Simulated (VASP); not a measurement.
# WS2 (P6_3/mmc) in VASP: further runs, part 2 of 2

VASP 6.6.1. The steps go on from the part before.

### Step 4. Single point, r2SCAN

This run uses another cell than the first one, of 19.09 Å³/atom.

Input file POSCAR:

```
WS2
1.0
    3.1816189138      0.0000000029      0.0000000000
   -1.5908094594      2.7553628031      0.0000000000
    0.0000000000      0.0000000000     13.0673796469
W S
2 4
Direct
    0.3333333333      0.6666666667      0.2500000000
    0.6666666667      0.3333333333      0.7500000000
    0.3333333333      0.6666666667      0.6306574650
    0.6666666667      0.3333333333      0.1306574650
    0.3333333333      0.6666666667      0.8693425350
    0.6666666667      0.3333333333      0.3693425350
```

Input file INCAR.step1:

```
PREC     = Accurate       # precision mode
ENCUT    = 520            # plane-wave cutoff, eV
ISMEAR   = 0              # smearing method
SIGMA    = 0.01           # smearing width, eV
LREAL    = F              # projectors in reciprocal space
LASPH    = T              # aspherical terms in the spheres
NELM     = 100            # most SCF steps
NBANDS   = 35             # bands
GGA      = PE             # functional
ALGO     = Normal         # electronic algorithm
EDIFF    = 1E-4           # SCF threshold, eV
LWAVE    = T              # write WAVECAR
LCHARG   = F              # write CHGCAR
```

Input file INCAR.step2:

```
PREC     = Accurate       # precision mode
ENCUT    = 520            # plane-wave cutoff, eV
EDIFF    = 1E-6           # SCF threshold, eV
ISMEAR   = 0              # smearing method
SIGMA    = 0.01           # smearing width, eV
LREAL    = F              # projectors in reciprocal space
LASPH    = T              # aspherical terms in the spheres
NELM     = 100            # most SCF steps
ALGO     = Normal         # electronic algorithm
ISIF     = 2              # what is computed and relaxed
LWAVE    = F              # write WAVECAR
LCHARG   = F              # write CHGCAR
METAGGA  = R2SCAN         # meta-GGA
LMIXTAU  = T            
NBANDS   = 35             # bands
ISTART   = 1
```

Input file KPOINTS:

```
Automatic mesh
0
Gamma
  12 12 2
```

Potentials or basis: VASP PAW PBE potentials, release 64 (W_sv, S).

Run with:

```
$ cat potpaw_PBE.64/W_sv/POTCAR potpaw_PBE.64/S/POTCAR > POTCAR
$ cp INCAR.step1 INCAR
$ mpirun -np 1 vasp_std > vasp.out
$ cp INCAR.step2 INCAR
$ mpirun -np 1 vasp_std > vasp.out
```

OUTCAR:

```text
PREC = Accurate
   ENCUT = 520
   EDIFF = 1E-6
   ISMEAR = 0
   LREAL = F
   LASPH = T
   NELM = 100
   ISIF = 2
   METAGGA = R2SCAN
   ISTART = 1

 ion  position               nearest neighbor table
   1  0.333  0.667  0.250-   4 2.41   6 2.41   4 2.41   6 2.41   4 2.41   6 2.41
   2  0.667  0.333  0.750-   3 2.41   5 2.41   3 2.41   5 2.41   3 2.41   5 2.41
   3  0.333  0.667  0.631-   2 2.41   2 2.41   2 2.41
   4  0.667  0.333  0.131-   1 2.41   1 2.41   1 2.41
   5  0.333  0.667  0.869-   2 2.41   2 2.41   2 2.41
   6  0.667  0.333  0.369-   1 2.41   1 2.41   1 2.41

  LATTYP: Found a hexagonal cell.
 ALAT       =     3.1816189138
 C/A-ratio  =     4.1071479649

  Lattice vectors:

 A1 = (   3.1816189138,   0.0000000029,   0.0000000000)
 A2 = (  -1.5908094594,   2.7553628031,   0.0000000000)
 A3 = (   0.0000000000,   0.0000000000,  13.0673796469)

Analysis of symmetry for initial positions (statically):
=====================================================================
 Subroutine PRICEL returns:
 Original cell was already a primitive cell.

 Routine SETGRP: Setting up the symmetry group for a
 hexagonal supercell.

 Subroutine GETGRP returns: Found 24 space group operations
 (whereof 12 operations were pure point group operations)
 out of a pool of 24 trial point group operations.

The static configuration has the point symmetry D_3d.
 The point group associated with its full space group is D_6h.

Analysis of symmetry for dynamics (positions and initial velocities):
=====================================================================
 Subroutine PRICEL returns:
 Original cell was already a primitive cell.

 Routine SETGRP: Setting up the symmetry group for a
 hexagonal supercell.

 Subroutine GETGRP returns: Found 24 space group operations
 (whereof 12 operations were pure point group operations)
 out of a pool of 24 trial point group operations.

The dynamic configuration has the point symmetry D_3d.
 The point group associated with its full space group is D_6h.

 Subroutine INISYM returns: Found 24 space group operations
 (whereof 12 operations are pure point group operations),
 and found     1 'primitive' translations

----------------------------------------------------------------------------------------

                                     Primitive cell

  volume of cell :     114.5554

  direct lattice vectors                    reciprocal lattice vectors
     3.181618914  0.000000003  0.000000000     0.314305398  0.181464307  0.000000000
    -1.590809459  2.755362803  0.000000000    -0.000000000  0.362928613  0.000000000
     0.000000000  0.000000000 13.067379647     0.000000000  0.000000000  0.076526437

  length of vectors
     3.181618914  3.181618914 13.067379647     0.362928613  0.362928613  0.076526437

  position of ions in fractional coordinates (direct lattice)
     0.333333333  0.666666667  0.250000000
     0.666666667  0.333333333  0.750000000
     0.333333333  0.666666667  0.630657465
     0.666666667  0.333333333  0.130657465
     0.333333333  0.666666667  0.869342535
     0.666666667  0.333333333  0.369342535

  ion indices of the primitive-cell ions
   primitive index   ion index
                 1           1
[... 34 lines left out ...]
  0.000000  0.000000  0.000000      1.000000
  0.083333  0.000000  0.000000      6.000000
  0.166667 -0.000000  0.000000      6.000000
  0.250000  0.000000  0.000000      6.000000
  0.333333  0.000000  0.000000      6.000000
  0.416667  0.000000  0.000000      6.000000
[... 16 lines left out ...]
  0.250000  0.000000  0.500000      6.000000
  0.333333  0.000000  0.500000      6.000000
 [... further k-points ...]
   k-points           NKPTS =     38   k-points in BZ     NKDIM =     38   number of bands    NBANDS=     35
   number of dos      NEDOS =    301   number of ions     NIONS =      6
   total plane-waves  NPLWV =  56448
   dimension x,y,z NGX =    24 NGY =   24 NGZ =   98
   dimension x,y,z NGXF=    48 NGYF=   48 NGZF=  196
   ions per type =               2   4
   NGX,Y,Z   is equivalent  to a cutoff of  12.54, 12.54, 12.47 a.u.
   NGXF,Y,Z  is equivalent  to a cutoff of  25.08, 25.08, 24.94 a.u.
 SYSTEM =  unknown system
   PREC   = accura    normal or accurate (medium, high low for compatibility)
   ISTART =      1    job   : 0-new  1-cont  2-samecut
   ICHARG =      0    charge: 1-file 2-atom 10-const
   ISPIN  =      1    spin polarized calculation?
   LNONCOLLINEAR =      F non collinear calculations
   LSORBIT =      F    spin-orbit coupling
   LASPH  =      T    aspherical Exc in radial PAW
   ENCUT  =  520.0 eV  38.22 Ry    6.18 a.u.   5.92  5.92 24.30*2*pi/ulx,y,z
   NELM   =    100;   NELMIN=  2; NELMDL=  0     # of ELM steps
   EDIFF  = 0.1E-05   stopping-criterion for ELM
   LREAL  =      F    real-space projection
   EDIFFG = 0.1E-04   stopping-criterion for IOM
   NSW    =      0    number of steps for IOM
   IBRION =     -1    ionic relax: 0-MD 1-quasi-New 2-CG
   NFREE  =      0    steps in history (QN), initial steepest desc. (CG)
   ISIF   =      2    stress and relaxation
   ISYM   =      2    0-nonsym 1-usesym 2-fastsym
   POTIM  = 0.5000    time-step for ionic-motion
   TEBEG  =    0.0;   TEEND  =   0.0 temperature during run
   PSTRESS=    0.0 pullay stress
   NELECT =      52.0000    total number of electrons
   NUPDOWN=      -1.0000    fix difference up-down
   EMIN   =  10.00;   EMAX   =-10.00  energy-range for DOS
   EFERMI =   0.00;   METHOD = LEGACY
   ISMEAR =     0;   SIGMA  =   0.01  broadening in eV -4-tet -1-fermi 0-gaus
   EFERMI_NEDOS =   21; number of points for ismear=-14 and -15
   IALGO  =     38    algorithm
   IMIX   =      4    mixing-type and parameters
     AMIX     =   0.40;   BMIX     =  1.00
     AMIX_MAG =   1.60;   BMIX_MAG =  1.00
  volume/ion in A,a.u.               =      19.09       128.84
  Fermi-wavevector in a.u.,A,eV,Ry     =   1.258165  2.377586 21.537725  1.582978
  Thomas-Fermi vector in A             =   2.391788
   LORBIT       =      0    0 simple, 1 ext, 2 COOP (PROOUT), +10 PAW based schemes
   METAGGA = R2SCAN    functional components
   LHFCALC =     F    Hartree Fock is set to
   AEXX    =    0.0000 exact exchange contribution
   IVDW    =     0    specifies the selected vdW correction
   LEPSILON=     F    determine dielectric tensor
   LRPA    =     F    only Hartree local field effects (RPA)
 non-spin polarized calculation
 Gauss-broadening in eV      SIGMA  =   0.01
  energy-cutoff  :      520.00
  volume of cell :      114.56
 maximum number of plane-waves:      3117
 NGX is ok and might be reduce to    24
   NGX = 11   NGY = 11   NGZ = 49

 number of electron      52.0000000 magnetization

 Free energy of the ion-electron system (eV)
  ---------------------------------------------------
  ext. energy  EPLUGINS =         0.00000000
  ---------------------------------------------------
  free energy    TOTEN  =      -140.16634204 eV

  energy without entropy =     -140.16634204  energy(sigma->0) =     -140.16634204

 E-fermi :   6.4438     XC(G=0): -11.1306

 val. band max:        6.3042168430   @ k =   0.0000   0.0000   0.0000
 cond. band min:       7.6844432308   @ k =   0.1667   0.1667   0.0000
 fundamental gap:      1.3802263878
 Fermi energy:         6.4438081673

 k-point     1 :       0.0000    0.0000    0.0000
  band No.  band energies     occupation
      1     -70.1818      2.00000
      2     -70.1818      2.00000
      3     -33.7697      2.00000
      4     -33.7697      2.00000
      5     -33.6157      2.00000
      6     -33.6157      2.00000
[... 901 lines left out ...]
     34      10.5093      0.00000
     35      12.9040      0.00000

 [... further k-points ...]

------------------------ aborting loop because EDIFF is reached ----------------------------------------

  FORCE on cell =-STRESS in cart. coord.  units (eV):
  Direction    XX          YY          ZZ          XY          YZ          ZX
  --------------------------------------------------------------------------------------
  -------------------------------------------------------------------------------------
  Total        0.1451244      0.1451244      0.0865282      0.0000000      0.0000000     -0.0000000
  in kB        2.0297169      2.0297169      1.2101885      0.0000000      0.0000000     -0.0000000
  external PRESSURE =       1.7565407 kB  Pullay stress =       0.0000000 kB

 VOLUME and BASIS-vectors are now :
 -----------------------------------------------------------------------------
  energy-cutoff  :      520.00
  volume of cell :      114.56
      direct lattice vectors                 reciprocal lattice vectors
     3.181618914  0.000000003  0.000000000     0.314305398  0.181464307  0.000000000
    -1.590809459  2.755362803  0.000000000    -0.000000000  0.362928613  0.000000000
     0.000000000  0.000000000 13.067379647     0.000000000  0.000000000  0.076526437

 POSITION                                       TOTAL-FORCE (eV/Angst)
 -----------------------------------------------------------------------------------
     -0.00000      1.83691      3.26684        -0.000000     -0.000000      0.000000
      1.59081      0.91845      9.80053         0.000000      0.000000      0.000000
     -0.00000      1.83691      8.24104         0.000000      0.000000     -0.021150
      1.59081      0.91845      1.70735        -0.000000      0.000000     -0.021150
     -0.00000      1.83691     11.36003         0.000000     -0.000000      0.021150
      1.59081      0.91845      4.82634        -0.000000     -0.000000      0.021150
 -----------------------------------------------------------------------------------
    total drift:                                0.000000     -0.000000      0.000000

  FREE ENERGIE OF THE ION-ELECTRON SYSTEM (eV)
  ---------------------------------------------------
  free  energy   TOTEN  =      -140.1663420352 eV

  energy  without entropy=     -140.1663420352  energy(sigma->0) =     -140.16634204
```

Wall time 7.5 min (1 thread of AMD EPYC 7R13 (Zen 3), shared host); peak memory 0.28 GiB.

Results:

```
Free energy            : -140.1663 eV
Pressure               : 0.2 GPa
Largest force          : 0.021 eV/Å
Band gap on the k mesh : 1.38 eV (least direct gap 1.88 eV)
```

Forces in eV/Å, atoms in the order of the input:
```
W    0.000  0.000  0.000
W    0.000  0.000  0.000
S    0.000  0.000 -0.021
S    0.000  0.000 -0.021
S    0.000  0.000  0.021
S    0.000  0.000  0.021
```

Caveat: the PAW data sets were made with another functional, which shifts forces and pressure a little; spin-orbit coupling is left out, which moves the levels of the heavy elements.

### Step 5. Summary

| cell | k mesh | smearing | gap on the mesh (eV) | pressure (GPa) | largest force (eV/Å) |
| --- | --- | --- | --- | --- | --- |
| a = 3.184, b = 3.184, c = 12.978 Å, angles 90.0, 90.0, 120.0°, 6 atoms, atomic positions A | 6 × 6 × 2 | gaussian 0.1 eV | 1.35 | -0.1 | 0.01 |
| a = 3.182, b = 3.182, c = 13.067 Å, angles 90.0, 90.0, 120.0°, 6 atoms, atomic positions B | 12 × 12 × 2 | gaussian 0.02 eV | 1.38 | 0.2 | 0.02 |
| a = 3.182, b = 3.182, c = 13.067 Å, angles 90.0, 90.0, 120.0°, 6 atoms, atomic positions B | 12 × 12 × 2 | gaussian 0.01 eV | 1.38 | 0.2 | 0.02 |

Alike in all rows: task single point; level r2SCAN; potentials or basis VASP PAW PBE potentials, release 64 (W_sv, S); no spin polarisation; cutoff (eV) 520.

Caveats: the PAW data sets were made with another functional, which shifts forces and pressure a little; spin-orbit coupling is left out, which moves the levels of the heavy elements.

Total energies depend on the potentials used, so only differences within one code and one set of settings carry meaning.
